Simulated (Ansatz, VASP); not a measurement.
**Si4Sn: VASP beside Ansatz**

```
Si Sn
1.0
     3.82229   -4.10932    0.00000
     3.82229    4.10932    0.00000
     0.00000    0.00000    3.29434
Si Sn
4 1
Direct
  0.84293 0.15707 0.50000
  0.18503 0.18503 0.00000
  0.81497 0.81497 0.00000
  0.15707 0.84293 0.50000
  0.50000 0.50000 0.50000
```

Change from the starting cell: species swapped into the FeCl4 type (Cmmm, No. 65).

Alike in both runs: functional PBE; k mesh 8 × 8 × 12; occupations gaussian, width 0.1 eV; no spin polarisation.

Ansatz relaxed the structure, and its values are those at the end. VASP's run is a single point on that final structure, the one shown.

|  | VASP | Ansatz |
| --- | --- | --- |
| version | VASP 6.6.1 | Ansatz 0.2.0 |
| potentials or method | VASP PAW PBE potentials, release 64 (Si, Sn_d), cutoff 520 eV | scalar-relativistic, plane waves, PAW |
| valence electrons in the cell | 30 | 30 |

```csv
,VASP,Ansatz,Ansatz less VASP
gap on the k mesh at the Fermi level (eV),none,none,-
pressure (GPa),-0.1,0.0,+0.06
rms of the force components (eV/Å),0.005,0.001,-0.0035
```

A gap of «none» marks a metal or a gap that the smearing closes.
